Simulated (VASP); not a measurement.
# PbF2 (Fm-3m) in VASP: further runs

The runs below take PbF2 through single point, with PBE, PBE+D4.

Program: VASP 6.6.1. These are calculated values, not measurements. Logs are shortened: lines on timing, memory, paths and dates and some standing lists are left out, and cuts for length are marked.

## 1. The cell of the first run

Symmetry: Fm-3m, No. 225, cubic system. The conventional cell has a = 5.921 Å, b = 5.921 Å, c = 5.921 Å, α = 90.00°, β = 90.00°, γ = 90.00°. Pb (site symmetry m-3m) has 8 F at 2.56 Å within 3.4 Å. F (site symmetry -43m) has 4 Pb at 2.56 Å and 6 F at 2.96 Å within 3.4 Å.

## 2. Single point, PBE

File INCAR:

```
ALGO = Normal
EDIFF = 1E-7
ENCUT = 520
GGA = PE
ISIF = 2
ISMEAR = 0
LASPH = True
LCHARG = True
LELF = True
LREAL = False
LVHAR = True
LWAVE = False
NBANDS = 21
NELM = 100
PREC = Accurate
SIGMA = 0.01
```

File KPOINTS:

```
k-points
0
Gamma
  6 6 6
```

File POSCAR:

```
PbF2
1.0
    0.0000000000      2.9604390429      2.9604390429
    2.9604390429      0.0000000000      2.9604390429
    2.9604390429      2.9604390429      0.0000000000
Pb F
1 2
Direct
    0.0000000000      0.0000000000      0.0000000000
    0.2500000000      0.2500000000      0.2500000000
    0.7500000000      0.7500000000      0.7500000000
```

Potentials or basis: VASP PAW PBE potentials, release 64 (Pb_d, F).

The run is started by

```bash
$ cat potpaw_PBE.64/Pb_d/POTCAR potpaw_PBE.64/F/POTCAR > POTCAR
$ mpirun -np 1 vasp_std > vasp.out
```

OUTCAR:

```text
EDIFF = 1E-7
   ENCUT = 520
   GGA = PE
   ISIF = 2
   ISMEAR = 0
   LASPH = True
   LREAL = False
   NELM = 100
   PREC = Accurate

 ion  position               nearest neighbor table
   1  0.000  0.000  0.000-   3 2.56   3 2.56   3 2.56   2 2.56   3 2.56   2 2.56   2 2.56   2 2.56

   2  0.250  0.250  0.250-   1 2.56   1 2.56   1 2.56   1 2.56
   3  0.750  0.750  0.750-   1 2.56   1 2.56   1 2.56   1 2.56

  LATTYP: Found a face centered cubic cell.
 ALAT       =     5.9208780858

  Lattice vectors:

 A1 = (   0.0000000000,   2.9604390429,   2.9604390429)
 A2 = (   2.9604390429,   0.0000000000,   2.9604390429)
 A3 = (   2.9604390429,   2.9604390429,   0.0000000000)

Analysis of symmetry for initial positions (statically):
=====================================================================
 Subroutine PRICEL returns:
 Original cell was already a primitive cell.

 Routine SETGRP: Setting up the symmetry group for a
 face centered cubic supercell.

 Subroutine GETGRP returns: Found 48 space group operations
 (whereof 48 operations were pure point group operations)
 out of a pool of 48 trial point group operations.

The static configuration has the point symmetry O_h .

Analysis of symmetry for dynamics (positions and initial velocities):
=====================================================================
 Subroutine PRICEL returns:
 Original cell was already a primitive cell.

 Routine SETGRP: Setting up the symmetry group for a
 face centered cubic supercell.

 Subroutine GETGRP returns: Found 48 space group operations
 (whereof 48 operations were pure point group operations)
 out of a pool of 48 trial point group operations.

The dynamic configuration has the point symmetry O_h .

 Subroutine INISYM returns: Found 48 space group operations
 (whereof 48 operations are pure point group operations),
 and found     1 'primitive' translations

----------------------------------------------------------------------------------------

                                     Primitive cell

  volume of cell :      51.8918

[... 72 lines left out ...]
   PREC   = accura    normal or accurate (medium, high low for compatibility)
   ISTART =      0    job   : 0-new  1-cont  2-samecut
   ICHARG =      2    charge: 1-file 2-atom 10-const
   ISPIN  =      1    spin polarized calculation?
   LNONCOLLINEAR =      F non collinear calculations
   LSORBIT =      F    spin-orbit coupling
   LASPH  =      T    aspherical Exc in radial PAW
   ENCUT  =  520.0 eV  38.22 Ry    6.18 a.u.   7.78  7.78  7.78*2*pi/ulx,y,z
   NELM   =    100;   NELMIN=  2; NELMDL= -5     # of ELM steps
   EDIFF  = 0.1E-06   stopping-criterion for ELM
   LREAL  =      F    real-space projection
   EDIFFG = 0.1E-05   stopping-criterion for IOM
   NSW    =      0    number of steps for IOM
   IBRION =     -1    ionic relax: 0-MD 1-quasi-New 2-CG
   NFREE  =      0    steps in history (QN), initial steepest desc. (CG)
   ISIF   =      2    stress and relaxation
   ISYM   =      2    0-nonsym 1-usesym 2-fastsym
   POTIM  = 0.5000    time-step for ionic-motion
   TEBEG  =    0.0;   TEEND  =   0.0 temperature during run
   PSTRESS=    0.0 pullay stress
   NELECT =      28.0000    total number of electrons
   NUPDOWN=      -1.0000    fix difference up-down
   EMIN   =  10.00;   EMAX   =-10.00  energy-range for DOS
   EFERMI =   0.00;   METHOD = LEGACY
   ISMEAR =     0;   SIGMA  =   0.01  broadening in eV -4-tet -1-fermi 0-gaus
   EFERMI_NEDOS =   21; number of points for ismear=-14 and -15
   IALGO  =     38    algorithm
   IMIX   =      4    mixing-type and parameters
     AMIX     =   0.40;   BMIX     =  1.00
     AMIX_MAG =   1.60;   BMIX_MAG =  1.00
  volume/ion in A,a.u.               =      17.30       116.73
  Fermi-wavevector in a.u.,A,eV,Ry     =   1.332789  2.518606 24.168388  1.776326
  Thomas-Fermi vector in A             =   2.461697
   LORBIT       =      0    0 simple, 1 ext, 2 COOP (PROOUT), +10 PAW based schemes
   GGA     = PE    functional components
   LHFCALC =     F    Hartree Fock is set to
   AEXX    =    0.0000 exact exchange contribution
   IVDW    =     0    specifies the selected vdW correction
   LEPSILON=     F    determine dielectric tensor
   LRPA    =     F    only Hartree local field effects (RPA)
 non-spin polarized calculation
 Gauss-broadening in eV      SIGMA  =   0.01
  energy-cutoff  :      520.00
  volume of cell :       51.89
 maximum number of plane-waves:      1411
   NGX = 15   NGY = 15   NGZ = 15

 number of electron      28.0000003 magnetization

 Free energy of the ion-electron system (eV)
  ---------------------------------------------------
  ext. energy  EPLUGINS =         0.00000000
  ---------------------------------------------------
  free energy    TOTEN  =       -14.33096935 eV

  energy without entropy =      -14.33096935  energy(sigma->0) =      -14.33096935

 E-fermi :   2.0104     XC(G=0):  -9.4226

 val. band max:        1.9072301027   @ k =  -0.3333   0.3333   0.1667
 cond. band min:       6.3453275108   @ k =   0.5000   0.5000   0.0000
 fundamental gap:      4.4380974081
 Fermi energy:         2.0104395588

 k-point     1 :       0.0000    0.0000    0.0000
  band No.  band energies     occupation
      1     -19.1951      2.00000
      2     -18.5684      2.00000
      3     -12.5115      2.00000
      4     -12.5115      2.00000
      5     -12.5115      2.00000
      6     -12.4535      2.00000
[... 373 lines left out ...]
     20      17.2891      0.00000
     21      18.5640      0.00000

------------------------ aborting loop because EDIFF is reached ----------------------------------------

  FORCE on cell =-STRESS in cart. coord.  units (eV):
  Direction    XX          YY          ZZ          XY          YZ          ZX
  --------------------------------------------------------------------------------------
  -------------------------------------------------------------------------------------
  Total        0.8882928      0.8882928      0.8882928     -0.0000000     -0.0000000      0.0000000
  in kB       27.4263708     27.4263708     27.4263708     -0.0000000     -0.0000000      0.0000000
  external PRESSURE =      27.4263708 kB  Pullay stress =       0.0000000 kB

 VOLUME and BASIS-vectors are now :
 -----------------------------------------------------------------------------
  energy-cutoff  :      520.00
  volume of cell :       51.89
      direct lattice vectors                 reciprocal lattice vectors
     0.000000000  2.960439043  2.960439043    -0.168893868  0.168893868  0.168893868
     2.960439043  0.000000000  2.960439043     0.168893868 -0.168893868  0.168893868
     2.960439043  2.960439043  0.000000000     0.168893868  0.168893868 -0.168893868

 POSITION                                       TOTAL-FORCE (eV/Angst)
 -----------------------------------------------------------------------------------
      0.00000      0.00000      0.00000         0.000000      0.000000      0.000000
      1.48022      1.48022      1.48022        -0.000000     -0.000000     -0.000000
      4.44066      4.44066      4.44066         0.000000      0.000000     -0.000000
 -----------------------------------------------------------------------------------
    total drift:                                0.000000     -0.000000      0.000000

  FREE ENERGIE OF THE ION-ELECTRON SYSTEM (eV)
  ---------------------------------------------------
  free  energy   TOTEN  =       -14.3309693521 eV

  energy  without entropy=      -14.3309693521  energy(sigma->0) =      -14.33096935
```

OSZICAR:

```text
N       E                     dE             d eps       ncg     rms          rms(c)
DAV:   1     0.304449522900E+03    0.30445E+03   -0.14608E+04   672   0.153E+03
DAV:   2     0.122699727549E+02   -0.29218E+03   -0.27482E+03   705   0.428E+02
DAV:   3    -0.154503702731E+02   -0.27720E+02   -0.27370E+02   797   0.143E+02
DAV:   4    -0.162316041119E+02   -0.78123E+00   -0.78071E+00   757   0.249E+01
DAV:   5    -0.162592612047E+02   -0.27657E-01   -0.27655E-01   908   0.496E+00    0.800E+00
DAV:   6    -0.143362463040E+02    0.19230E+01   -0.87020E+00   896   0.232E+01    0.264E+00
DAV:   7    -0.143355430508E+02    0.70325E-03   -0.44716E-01   722   0.406E+00    0.156E+00
DAV:   8    -0.143332925487E+02    0.22505E-02   -0.10203E-01   697   0.353E+00    0.550E-01
DAV:   9    -0.143298249177E+02    0.34676E-02   -0.19491E-02   885   0.106E+00    0.102E-01
DAV:  10    -0.143309705753E+02   -0.11457E-02   -0.15028E-03   692   0.325E-01    0.327E-02
DAV:  11    -0.143309599628E+02    0.10612E-04   -0.11982E-04   793   0.930E-02    0.922E-03
DAV:  12    -0.143309704888E+02   -0.10526E-04   -0.23690E-05   707   0.374E-02    0.808E-03
DAV:  13    -0.143309693053E+02    0.11834E-05   -0.71923E-06   951   0.249E-02    0.827E-04
DAV:  14    -0.143309693521E+02   -0.46742E-07   -0.38159E-07   729   0.485E-03
   1 F= -.14330969E+02 E0= -.14330969E+02  d E =-.343099E-49
```

Run time: 19 s. Hardware: 1 thread of AMD EPYC 7R13 (Zen 3), shared host; peak memory 0.15 GiB.

Results:

```
Free energy            : -14.3310 eV
Pressure               : 2.7 GPa
Band gap on the k mesh : 4.44 eV, indirect (least direct gap 4.56 eV)
```

Levels at points of the mesh, in eV from the valence-band top:
| k point | band 12 | band 13 | band 14 | band 15 | band 16 | band 17 |
| --- | --- | --- | --- | --- | --- | --- |
| (0.00, 0.00, 0.00) | -1.98 | -1.98 | -1.98 | 6.80 | 6.80 | 6.80 |
| (0.50, 0.00, 0.00) | -2.14 | -2.14 | -0.01 | 5.05 | 7.70 | 7.70 |
| (0.50, 0.50, 0.00) | -1.55 | -1.55 | -0.12 | 4.44 | 7.93 | 7.93 |

Caveat: spin-orbit coupling is left out, which moves the levels of the heavy elements. A k mesh can miss the band edges.

## 3. Single point, PBE+D4

File INCAR:

```
SYSTEM = PbF2
PREC = Accurate
ENCUT = 520
EDIFF = 1E-6
ISMEAR = 0
SIGMA = 0.01
LREAL = .FALSE.
LASPH = .TRUE.
NELM = 100
ALGO = Normal
ISIF = 2
LWAVE = .FALSE.
LCHARG = .FALSE.
GGA = PE
IVDW = 13
NBANDS = 21
```

File KPOINTS:

```
regular mesh
0
G
  6 6 6
  0 0 0
```

POSCAR is that of step 2.

Potentials or basis: VASP PAW PBE potentials, release 64 (Pb_d, F).

The run is started by

```bash
$ cat potpaw_PBE.64/Pb_d/POTCAR potpaw_PBE.64/F/POTCAR > POTCAR
$ mpirun -np 1 vasp_std > vasp.out
```

It took 20 s on 1 thread of AMD EPYC 7R13 (Zen 3), shared host; peak memory 0.15 GiB.

The run converged. Its results:

```yaml
Free_energy: -14.8761 eV
Pressure: 3.9 GPa
Band_gap_on_the_k_mesh: 4.44 eV, indirect (least direct gap 4.56 eV)
Dispersion_energy_per_atom: -0.182 eV
```

Levels at points of the mesh, in eV from the valence-band top:
```tsv
k point	band 12	band 13	band 14	band 15	band 16	band 17
(0.00, 0.00, 0.00)	-1.98	-1.98	-1.98	6.80	6.80	6.80
(0.50, 0.00, 0.00)	-2.14	-2.14	-0.01	5.05	7.70	7.70
(0.50, 0.50, 0.00)	-1.55	-1.55	-0.12	4.44	7.93	7.93
```

Caveat: spin-orbit coupling is left out, which moves the levels of the heavy elements. A k mesh can miss the band edges.

## 4. Single point, PBE

File INCAR:

```
PREC = Accurate
ENCUT = 520
EDIFF = 1E-7
ISMEAR = 0
SIGMA = 0.5
LREAL = F
LASPH = T
NELM = 80
ALGO = Normal
ISIF = 2
LWAVE = F
LCHARG = F
GGA = PE
NBANDS = 21
```

File KPOINTS:

```
regular mesh
0
Gamma
  6 6 6
```

POSCAR is that of step 3.

The run is started by

```bash
$ cat potpaw_PBE.64/Pb_d/POTCAR potpaw_PBE.64/F/POTCAR > POTCAR
$ mpirun -np 1 vasp_std > vasp.out
```

Run time: 19 s. Hardware: 1 thread of AMD EPYC 7R13 (Zen 3), shared host; peak memory 0.15 GiB.

It converged, with:

| Property | Result |
| --- | --- |
| Free energy | -14.3310 eV |
| Pressure | 2.7 GPa |
| Band gap on the k mesh | 4.44 eV, indirect (least direct gap 4.56 eV) |

Levels at points of the mesh, in eV from the valence-band top:
```csv
k point,band 11,band 12,band 13,band 14,band 15,band 16,band 17,band 18
"(0.00, 0.00, 0.00)",-2.47,-1.98,-1.98,-1.98,6.80,6.80,6.80,10.67
"(0.50, 0.00, 0.00)",-2.68,-2.14,-2.14,-0.01,5.05,7.70,7.70,13.25
"(0.50, 0.50, 0.00)",-1.55,-1.55,-1.55,-0.12,4.44,7.93,7.93,8.98
```

Caveat: spin-orbit coupling is left out, which moves the levels of the heavy elements.

## 5. Single point, PBE

File INCAR:

```
ALGO = Normal
EDIFF = 1E-6
ENCUT = 520
GGA = PE
ISIF = 2
ISMEAR = 1
LASPH = T
LCHARG = F
LREAL = F
LWAVE = F
NBANDS = 21
NELM = 100
PREC = Accurate
SIGMA = 0.5
```

File KPOINTS:

```
k-points
0
Gamma
  6 6 6
```

POSCAR is that of step 4.

The run is started by

```bash
$ cat potpaw_PBE.64/Pb_d/POTCAR potpaw_PBE.64/F/POTCAR > POTCAR
$ mpirun -np 1 vasp_std > vasp.out
```

Run time: 20 s. Hardware: 1 thread of AMD EPYC 7R13 (Zen 3), shared host; peak memory 0.15 GiB.

Results (log left out):

| Quantity | Value |
| --- | --- |
| Free energy | -14.3115 eV |
| Pressure | 2.7 GPa |
| Band gap on the k mesh | 4.44 eV, indirect (least direct gap 4.56 eV) |

Levels at points of the mesh, in eV from the valence-band top:
```
           k point  band 12  band 13  band 14  band 15  band 16  band 17
(0.00, 0.00, 0.00)    -1.98    -1.98    -1.98     6.80     6.80     6.80
(0.50, 0.00, 0.00)    -2.14    -2.14    -0.01     5.05     7.70     7.70
(0.50, 0.50, 0.00)    -1.55    -1.55    -0.12     4.44     7.93     7.93
```

Caveat: spin-orbit coupling is left out, which moves the levels of the heavy elements. A hybrid or GW would open this gap; PBE tends to underestimate it.

## 6. Overview

| level | smearing | gap on the mesh (eV) | pressure (GPa) |
| --- | --- | --- | --- |
| PBE | gaussian 0.01 eV | 4.44 | 2.7 |
| PBE+D4 | gaussian 0.01 eV | 4.44 | 3.9 |
| PBE | gaussian 0.5 eV | 4.44 | 2.7 |
| PBE | methfessel-paxton 0.5 eV | 4.44 | 2.7 |

Alike in all rows: task single point; potentials or basis VASP PAW PBE potentials, release 64 (Pb_d, F); no spin polarisation; cell as given; k mesh 6 × 6 × 6; cutoff (eV) 520.

On the cell as given the gap runs from 4.44 eV (PBE) to 4.44 eV (PBE). The pressure there spans 2.7 GPa (PBE) to 3.9 GPa (PBE+D4); a positive pressure means that this level wants a larger cell, a negative one a smaller.

Caveats: spin-orbit coupling is left out, which moves the levels of the heavy elements.

Total energies depend on the potentials used, so only differences within one code and one set of settings carry meaning.
